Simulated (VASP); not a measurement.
# Ge (I4/mmm) in VASP: further runs

Ge is run at these levels: PBE; tasks: relaxation of cell and atoms, single point.

Everything below comes from runs of VASP 6.6.1. Logs are shortened: lines on timing, memory, paths and dates and some standing lists are left out, and cuts for length are marked.

### 1 The cell of the first run

It takes space group I4/mmm (No. 139, tetragonal). Conventional cell: a = 3.732 Å, b = 3.732 Å, c = 2.814 Å, α = 90.00°, β = 90.00°, γ = 90.00°. Ge (site symmetry 4/mmm) has 14 Ge at 2.81 to 3.73 Å within 3.8 Å.

The cell was built from a structure type or drawn by symmetry, and may not be a known phase.

### 2 Relaxation of cell and atoms, PBE

Input file INCAR:

```
PREC = Accurate ; ENCUT = 600
EDIFF = 1E-7 ; ISMEAR = 0
SIGMA = 0.1 ; LREAL = F
LASPH = T ; NELM = 80
ALGO = Normal ; ISIF = 3
LWAVE = F ; LCHARG = F
GGA = PE ; IBRION = 2
NSW = 90 ; EDIFFG = -0.04
```

Input file KPOINTS:

```
regular mesh
0
Gamma
  8 8 8
```

Input file POSCAR:

```
Ge
1.0
   -1.8658957745      1.8658957745      1.4070195479
    1.8658957745     -1.8658957745      1.4070195479
    1.8658957745      1.8658957745     -1.4070195479
Ge
1
Direct
    0.5000000000      0.5000000000      0.0000000000
```

Potentials or basis: VASP PAW PBE potentials, release 64 (Ge_d).

Run with:

```console
$ cat potpaw_PBE.64/Ge_d/POTCAR > POTCAR
$ mpirun -np 1 vasp_std > vasp.out
```

OUTCAR:

```text
PREC = Accurate
   ENCUT = 600
   EDIFF = 1E-7
   ISMEAR = 0
   LREAL = F
   LASPH = T
   NELM = 80
   ISIF = 3
   GGA = PE
   IBRION = 2
   NSW = 90
   EDIFFG = -0.04

 ion  position               nearest neighbor table
   1  0.500  0.500  0.000-

  LATTYP: Found a body centered tetragonal cell.
 ALAT       =     3.7317915490
 C/A-ratio  =     0.7540718871

  Lattice vectors:

 A1 = (  -1.8658957745,   1.8658957745,   1.4070195479)
 A2 = (   1.8658957745,  -1.8658957745,   1.4070195479)
 A3 = (   1.8658957745,   1.8658957745,  -1.4070195479)

Analysis of symmetry for initial positions (statically):
=====================================================================
 Subroutine PRICEL returns:
 Original cell was already a primitive cell.

 Routine SETGRP: Setting up the symmetry group for a
 body centered tetragonal supercell.

 Subroutine GETGRP returns: Found 16 space group operations
 (whereof 16 operations were pure point group operations)
 out of a pool of 16 trial point group operations.

The static configuration has the point symmetry D_4h.

Analysis of symmetry for dynamics (positions and initial velocities):
=====================================================================
 Subroutine PRICEL returns:
 Original cell was already a primitive cell.

 Routine SETGRP: Setting up the symmetry group for a
 body centered tetragonal supercell.

 Subroutine GETGRP returns: Found 16 space group operations
 (whereof 16 operations were pure point group operations)
 out of a pool of 16 trial point group operations.

The dynamic configuration has the point symmetry D_4h.

 Subroutine INISYM returns: Found 16 space group operations
 (whereof 16 operations are pure point group operations),
 and found     1 'primitive' translations

----------------------------------------------------------------------------------------

                                     Primitive cell

  volume of cell :      19.5945

  direct lattice vectors                    reciprocal lattice vectors
    -1.865895774  1.865895774  1.407019548     0.000000000  0.267967808  0.355361090
     1.865895774 -1.865895774  1.407019548     0.267967808  0.000000000  0.355361090
     1.865895774  1.865895774 -1.407019548     0.267967808  0.267967808  0.000000000

  length of vectors
[... 96 lines left out ...]
   EFERMI_NEDOS =   21; number of points for ismear=-14 and -15
   IALGO  =     38    algorithm
   IMIX   =      4    mixing-type and parameters
     AMIX     =   0.40;   BMIX     =  1.00
     AMIX_MAG =   1.60;   BMIX_MAG =  1.00
  volume/ion in A,a.u.               =      19.59       132.23
  Fermi-wavevector in a.u.,A,eV,Ry     =   1.463544  2.765698 29.143162  2.141962
  Thomas-Fermi vector in A             =   2.579627
   LORBIT       =      0    0 simple, 1 ext, 2 COOP (PROOUT), +10 PAW based schemes
   GGA     = PE    functional components
   LHFCALC =     F    Hartree Fock is set to
   AEXX    =    0.0000 exact exchange contribution
   IVDW    =     0    specifies the selected vdW correction
   LEPSILON=     F    determine dielectric tensor
   LRPA    =     F    only Hartree local field effects (RPA)
 conjugate gradient relaxation of ions
 non-spin polarized calculation
 Gauss-broadening in eV      SIGMA  =   0.10
  energy-cutoff  :      600.00
  volume of cell :       19.59
 maximum number of plane-waves:       682
   NGX = 11   NGY = 11   NGZ = 11

--------------------------------------- Ionic step        1  -------------------------------------------

 number of electron      14.0000009 magnetization

 Free energy of the ion-electron system (eV)
  ---------------------------------------------------
  ext. energy  EPLUGINS =         0.00000000
  ---------------------------------------------------
  free energy    TOTEN  =        -4.20890679 eV

  energy without entropy =       -4.20702453  energy(sigma->0) =       -4.20796566

------------------------ aborting loop because EDIFF is reached ----------------------------------------

  FORCE on cell =-STRESS in cart. coord.  units (eV):
  Direction    XX          YY          ZZ          XY          YZ          ZX
  --------------------------------------------------------------------------------------
  -------------------------------------------------------------------------------------
  Total       -0.2999938     -0.2999938      0.2489559      0.0000000      0.0000000      0.0000000
  in kB      -24.5294556    -24.5294556     20.3562699      0.0000000      0.0000000      0.0000000
  external PRESSURE =      -9.5675471 kB  Pullay stress =       0.0000000 kB
[... 232 lines left out ...]
--------------------------------------- Ionic step        8  -------------------------------------------

 number of electron      14.0000000 magnetization

 Free energy of the ion-electron system (eV)
  ---------------------------------------------------
  ext. energy  EPLUGINS =         0.00000000
  ---------------------------------------------------
  free energy    TOTEN  =        -4.22104812 eV

  energy without entropy =       -4.21816994  energy(sigma->0) =       -4.21960903

 E-fermi :   6.5837     XC(G=0): -11.1719

 val. band max:        6.5670050686   @ k =   0.2500   0.1250   0.0000
 cond. band min:       6.6666373960   @ k =  -0.2500   0.2500   0.0000
 fundamental gap:      0.0996323274
 Fermi energy:         6.5837192000

 k-point     1 :       0.0000    0.0000    0.0000
  band No.  band energies     occupation
      1     -18.2385      2.00000
      2     -18.2026      2.00000
      3     -18.1865      2.00000
      4     -18.1865      2.00000
      5     -18.1221      2.00000
      6      -6.4749      2.00000
      7      14.1264      0.00000
      8      14.1264      0.00000
      9      17.1776      0.00000
     10      18.0756      0.00000
     11      19.7795      0.00000
[... 309 lines left out ...]
 k-point    24 :       0.3750    0.1250    0.1250
  band No.  band energies     occupation
      1     -18.2341      2.00000
      2     -18.2072      2.00000
      3     -18.1461      2.00000
      4     -18.1223      2.00000
      5     -18.1063      2.00000
      6       0.4200      2.00000
      7       2.3507      2.00000
      8       7.4095      0.00000
      9       8.2490      0.00000
     10      19.1124      0.00000
     11      19.3962      0.00000

 [... further k-points ...]

------------------------ aborting loop because EDIFF is reached ----------------------------------------

  FORCE on cell =-STRESS in cart. coord.  units (eV):
  Direction    XX          YY          ZZ          XY          YZ          ZX
  --------------------------------------------------------------------------------------
  -------------------------------------------------------------------------------------
  Total       -0.0018936     -0.0018936      0.0025036      0.0000000     -0.0000000      0.0000000
  in kB       -0.1571557     -0.1571557      0.2077859      0.0000000     -0.0000000      0.0000000
  external PRESSURE =      -0.0355085 kB  Pullay stress =       0.0000000 kB
[... 16 lines left out ...]
  FREE ENERGIE OF THE ION-ELECTRON SYSTEM (eV)
  ---------------------------------------------------
  free  energy   TOTEN  =        -4.2210481176 eV

  energy  without entropy=       -4.2181699359  energy(sigma->0) =       -4.21960903

 reached required accuracy - stopping structural energy minimisation
```

OSZICAR:

```text
N       E                     dE             d eps       ncg     rms          rms(c)
DAV:   1     0.566798782830E+02    0.56680E+02   -0.83134E+03  1319   0.374E+03
DAV:   2     0.368767112604E+00   -0.56311E+02   -0.54499E+02  1339   0.404E+02
DAV:   3    -0.415122972359E+01   -0.45200E+01   -0.44988E+01  1459   0.745E+01
DAV:   4    -0.422086857231E+01   -0.69639E-01   -0.69623E-01  1430   0.104E+01
[... 66 lines left out ...]
DAV:   3    -0.422108421674E+01    0.80679E-03   -0.10986E-03  1682   0.800E-01    0.314E-02
DAV:   4    -0.422104904472E+01    0.35172E-04   -0.10723E-04  1481   0.261E-01    0.102E-02
DAV:   5    -0.422104848364E+01    0.56108E-06   -0.28221E-06  1577   0.293E-02    0.420E-03
DAV:   6    -0.422104815758E+01    0.32606E-06   -0.30789E-07  1454   0.144E-02    0.766E-04
DAV:   7    -0.422104811764E+01    0.39940E-07   -0.15541E-08   691   0.297E-03
   8 F= -.42210481E+01 E0= -.42196090E+01  d E =-.989095E-04
```

Wall time 40 s (1 thread of Intel Xeon Platinum 8488C (Sapphire Rapids), shared host); peak memory 0.15 GiB.

What came out:

| Quantity | Value |
| --- | --- |
| Free energy | -4.2210 eV |
| Relaxed volume | 19.30 Å³/atom |
| Relaxed cell | a = 2.959 Å, b = 2.959 Å, c = 2.959 Å, α = 103.96°, β = 103.96°, γ = 121.17° |
| Space group after relaxing (to 0.1 Å) | I4/mmm (No. 139) |
| Energy gained by relaxing | 12.1 meV/atom |
| Ionic steps | 8 |
| Pressure after relaxing | 0.0 GPa |
| Band gap on the k mesh | zero (bands 7 and 8 overlap by 9.52 eV) |

Step by step:
| step | energy change (eV) | largest force (eV/Å) | pressure (GPa) | volume (Å³) |
| --- | --- | --- | --- | --- |
| 1 | 0.0000 | 0.0000 | -0.96 | 19.59 |
| 2 | -0.0080 | 0.0000 | 0.18 | 19.26 |
| 3 | -0.0107 | 0.0000 | 1.22 | 18.93 |
| 4 | -0.0108 | 0.0000 | 0.99 | 19.01 |
| 5 | -0.0109 | 0.0000 | 1.07 | 18.98 |
| 6 | -0.0120 | 0.0000 | 0.06 | 19.30 |
| 7 | -0.0120 | 0.0000 | 0.23 | 19.23 |
| 8 | -0.0121 | 0.0000 | 0.00 | 19.30 |

Final structure:
```
CELL_PARAMETERS angstrom
-1.82239 1.82239 1.45317
1.82239 -1.82239 1.45317
1.82239 1.82239 -1.45317
ATOMIC_POSITIONS crystal
Ge 0.50000 0.50000 0.00000
```

Levels at points of the mesh, in eV from the Fermi level:
```
           k point  band 5  band 6  band 7  band 8  band 9  band 10
(0.00, 0.00, 0.00)  -24.71  -13.06    7.54    7.54   10.59    11.49
(0.50, 0.00, 0.00)  -24.68   -6.63   -4.94    3.59    5.06     8.33
(0.50, 0.50, 0.00)  -24.68   -8.68   -5.67    7.12    9.01    12.50
(0.50, 0.50, 0.50)  -24.67   -4.17   -1.98   -1.98    3.29     3.59
```

### 3 Relaxation of cell and atoms, PBE

This run uses another cell than the first one: it holds 3 atoms, not 1.

Input file INCAR:

```
SYSTEM = Ge
ALGO = Normal
EDIFF = 1E-7
EDIFFG = -0.04
ENCUT = 600
GGA = PE
IBRION = 2
ISIF = 3
ISMEAR = 0
LASPH = .True.
LCHARG = .False.
LREAL = .False.
LWAVE = .False.
NELM = 60
NSW = 90
PREC = Accurate
SIGMA = 0.1
```

Input file KPOINTS:

```
k-points
0
Gamma
  4 4 4
  0 0 0
```

Input file POSCAR:

```
Ge
1.0
   -2.7719616900      2.7719616900      3.4305813000
    2.7719616900     -2.7719616900      3.4305813000
    2.7719616900      2.7719616900     -3.4305813000
Ge
3
Direct
    0.1739591300      0.1739591300      0.0000000000
    0.8260408700      0.8260408700      0.0000000000
    0.5000000000      0.5000000000      0.0000000000
```

Potentials or basis: VASP PAW PBE potentials, release 64 (Ge_d).

Run with:

```console
$ cat potpaw_PBE.64/Ge_d/POTCAR > POTCAR
$ mpirun -np 1 vasp_std > vasp.out
```

Run time: 8.2 min. Hardware: 1 thread of Intel Xeon Platinum 8488C (Sapphire Rapids), shared host; peak memory 0.28 GiB.

The run converged. Its results:

```yaml
Free_energy: -12.4054 eV
Relaxed_volume: 19.60 Å³/atom
Relaxed_cell: a = 4.979 Å, b = 4.979 Å, c = 4.979 Å, α = 135.97°, β = 135.97°, γ = 64.02°
Space_group_after_relaxing_to_0.1_Å: I4/mmm (No. 139)
Energy_gained_by_relaxing: 996.5 meV/atom
Ionic_steps: 16
Pressure_after_relaxing: 0.0 GPa
Largest_force_after_relaxing: 0.038 eV/Å
Band_gap_on_the_k_mesh: zero (bands 21 and 22 overlap by 5.31 eV)
```

Forces in eV/Å, atoms in the order of the input:
```
Ge   0.000  0.000  0.038
Ge   0.000  0.000 -0.038
Ge   0.000  0.000  0.000
```

Stress tensor (GPa, compression positive):
```
 0.05  0.00  0.00
 0.00  0.05  0.00
 0.00  0.00 -0.05
```

Step by step:
```csv
step,energy change (eV),largest force (eV/Å),pressure (GPa),volume (Å³)
1,0.0000,1.1025,4.22,105.44
2,-0.4420,0.0176,-7.86,117.31
3,-0.7698,0.0153,-5.42,111.79
4,-0.7741,0.0510,-4.98,111.40
5,-0.7741,0.0888,-4.65,111.11
6,-1.3380,0.0719,-5.60,97.98
7,-2.0010,0.0030,-5.32,83.51
8,-2.7373,0.2534,6.31,57.85
9,-2.7370,0.1997,3.55,61.13
10,-2.9849,0.0627,1.33,57.77
11,-2.9850,0.0658,1.25,57.81
12,-2.9849,0.0518,-0.48,59.60
13,-2.9877,0.0644,0.33,58.65
14,-2.9889,0.0361,-0.28,59.00
15,-2.9894,0.0459,-0.09,58.88
16,-2.9896,0.0378,0.01,58.81
```

Final structure:
```
Ge
1.0
    -1.86617    1.86617    4.22165
     1.86617   -1.86617    4.22165
     1.86617    1.86617   -4.22165
Ge
3
Direct
  0.16494 0.16494 0.00000
  0.83506 0.83506 0.00000
  0.50000 0.50000 0.00000
```

Levels at points of the mesh, in eV from the Fermi level:
```tsv
k point	band 17	band 18	band 19	band 20	band 21	band 22	band 23	band 24	band 25
(0.00, 0.00, 0.00)	-4.93	-4.88	-2.00	-1.83	-0.13	-0.13	-0.02	-0.02	5.18
(0.50, 0.00, 0.00)	-9.82	-6.30	-4.76	1.03	1.07	1.47	1.48	3.45	3.55
(0.50, 0.50, 0.00)	-7.00	-6.91	-5.63	-3.49	-3.38	-0.21	-0.14	2.74	2.83
(0.50, 0.50, 0.50)	-10.77	-4.77	-2.23	-2.23	3.14	3.62	3.74	4.82	5.39
```

Caveat: the k points lie up to 0.46 Å⁻¹ apart in the final cell, too coarse for converged energies and pressures of a metal; the volume moved by over 15 % at a fixed basis, so the end points are rough.

### 4 Single point, PBE

This run uses another cell than the first one, of 19.38 Å³/atom.

Input file INCAR:

```
ALGO = Normal ; EDIFF = 1E-7
ENCUT = 520 ; GGA = PE
ISIF = 2 ; ISMEAR = 0
LASPH = True ; LCHARG = False
LREAL = False ; LWAVE = False
NBANDS = 13 ; NELM = 100
PREC = Accurate ; SIGMA = 0.1
```

Input file KPOINTS:

```
k-points
0
Gamma
  24 24 24
```

Input file POSCAR:

```
Ge
1.0
   -1.7943322395      1.7943322395      1.5044838244
    1.7943322395     -1.7943322395      1.5044838244
    1.7943322395      1.7943322395     -1.5044838244
Ge
1
Direct
    0.5000000000      0.5000000000      0.0000000000
```

Run with:

```console
$ cat potpaw_PBE.64/Ge_d/POTCAR > POTCAR
$ mpirun -np 1 vasp_std > vasp.out
```

Wall time 95 s (1 thread of Intel Xeon Platinum 8488C (Sapphire Rapids), shared host); peak memory 0.35 GiB.

The run converged. Its results:

| Item | Value |
| --- | --- |
| Free energy | -4.1954 eV |
| Pressure | 0.0 GPa |
| Band gap on the k mesh | zero (bands 7 and 8 overlap by 10.65 eV) |

Levels at points of the mesh, in eV from the Fermi level:
| k point | band 4 | band 5 | band 6 | band 7 | band 8 | band 9 | band 10 | band 11 |
| --- | --- | --- | --- | --- | --- | --- | --- | --- |
| (0.00, 0.00, 0.00) | -24.73 | -24.67 | -12.98 | 7.99 | 7.99 | 10.04 | 12.16 | 14.02 |
| (0.50, 0.00, 0.00) | -24.66 | -24.64 | -6.84 | -4.95 | 3.68 | 5.38 | 8.49 | 8.61 |
| (0.50, 0.50, 0.00) | -24.69 | -24.64 | -8.37 | -5.53 | 6.33 | 8.68 | 11.68 | 12.42 |
| (0.50, 0.50, 0.50) | -24.65 | -24.63 | -3.69 | -1.64 | -1.64 | 2.58 | 3.54 | 6.56 |

### 5 Relaxation of cell and atoms, PBE

This run uses another cell than the first one, of 19.26 Å³/atom.

Input file INCAR:

```
PREC = Accurate
ENCUT = 600
EDIFF = 1E-7
ISMEAR = 0
SIGMA = 0.1
LREAL = F
LASPH = T
NELM = 100
ALGO = Normal
ISIF = 3
LWAVE = F
LCHARG = F
GGA = PE
IBRION = 2
NSW = 100
EDIFFG = -0.01
```

Input file KPOINTS:

```
Automatic mesh
0
Gamma
  24 24 24
```

Input file POSCAR:

```
Ge
1.0
   -1.8236797979      1.8236797979      1.4481252011
    1.8236797979     -1.8236797979      1.4481252011
    1.8236797979      1.8236797979     -1.4481252011
Ge
1
Direct
    0.5000000000      0.5000000000      0.0000000000
```

Run with:

```console
$ cat potpaw_PBE.64/Ge_d/POTCAR > POTCAR
$ mpirun -np 1 vasp_std > vasp.out
```

Run time: 6.6 min. Hardware: 1 thread of Intel Xeon Platinum 8488C (Sapphire Rapids), shared host; peak memory 0.4 GiB.

Results (log left out):

```yaml
Free_energy: -4.1955 eV
Relaxed_volume: 19.40 Å³/atom
Relaxed_cell: a = 2.951 Å, b = 2.951 Å, c = 2.951 Å, α = 105.06°, β = 105.06°, γ = 118.70°
Space_group_after_relaxing_to_0.1_Å: I4/mmm (No. 139)
Energy_gained_by_relaxing: 2.8 meV/atom
Ionic_steps: 7
Pressure_after_relaxing: 0.0 GPa
Band_gap_on_the_k_mesh: zero (bands 7 and 8 overlap by 10.63 eV)
```

Step by step:
```csv
step,energy change (eV),largest force (eV/Å),pressure (GPa),volume (Å³)
1,0.0000,0.0000,0.83,19.26
2,-0.0013,0.0000,-0.19,19.54
3,-0.0014,0.0000,-0.31,19.59
4,-0.0019,0.0000,-0.16,19.53
5,-0.0023,0.0000,0.05,19.46
6,-0.0026,0.0000,0.39,19.30
7,-0.0028,0.0000,0.00,19.40
```

Final structure:
```cif
data_structure
_symmetry_space_group_name_H-M 'P 1'
_symmetry_Int_Tables_number 1
_cell_length_a 2.9514
_cell_length_b 2.9514
_cell_length_c 2.9514
_cell_angle_alpha 105.064
_cell_angle_beta 105.064
_cell_angle_gamma 118.699
_cell_volume 19.40
loop_
_atom_site_label
_atom_site_type_symbol
_atom_site_fract_x
_atom_site_fract_y
_atom_site_fract_z
_atom_site_occupancy
Ge1 Ge 0.50000 0.50000 0.00000 1
```

Levels at points of the mesh, in eV from the Fermi level:
| k point | band 3 | band 4 | band 5 | band 6 | band 7 | band 8 | band 9 | band 10 | band 11 |
| --- | --- | --- | --- | --- | --- | --- | --- | --- | --- |
| (0.00, 0.00, 0.00) | -24.74 | -24.73 | -24.67 | -12.97 | 7.97 | 7.97 | 10.03 | 12.15 | 14.00 |
| (0.50, 0.00, 0.00) | -24.69 | -24.66 | -24.64 | -6.83 | -4.94 | 3.67 | 5.37 | 8.48 | 8.61 |
| (0.50, 0.50, 0.00) | -24.71 | -24.69 | -24.64 | -8.37 | -5.53 | 6.33 | 8.67 | 11.68 | 12.42 |
| (0.50, 0.50, 0.50) | -24.65 | -24.65 | -24.63 | -3.70 | -1.64 | -1.64 | 2.58 | 3.54 | 6.56 |

### 6 Overview

| task | cell | k mesh | cutoff (eV) | gap on the mesh (eV) | pressure (GPa) | relaxed volume (Å³/atom) |
| --- | --- | --- | --- | --- | --- | --- |
| relaxation of cell and atoms | relaxed from a = 2.990 Å, angles 102.8, 102.8, 123.9°, 1 atom, atomic positions A | 8 × 8 × 8 | 600 | none | 0.0 | 19.30 |
| relaxation of cell and atoms | relaxed from a = 5.209 Å, angles 115.7, 115.7, 97.6°, 3 atoms, atomic positions B | 4 × 4 × 4 | 600 | none | 0.0 | 19.60 |
| single point | a = 2.950 Å, angles 105.1, 105.1, 118.7°, 1 atom, atomic positions A | 24 × 24 × 24 | 520 | none | 0.0 | - |
| relaxation of cell and atoms | relaxed from a = 2.958 Å, angles 103.9, 103.9, 121.4°, 1 atom, atomic positions A | 24 × 24 × 24 | 600 | none | 0.0 | 19.40 |

Alike in all rows: level PBE; potentials or basis VASP PAW PBE potentials, release 64 (Ge_d); no spin polarisation; smearing gaussian 0.1 eV.

Caveats: some runs use coarse meshes; the volume moved by over 15 % at a fixed basis, so the end points are rough (at least some runs).

Absolute energies hang on the potentials; compare differences alone.
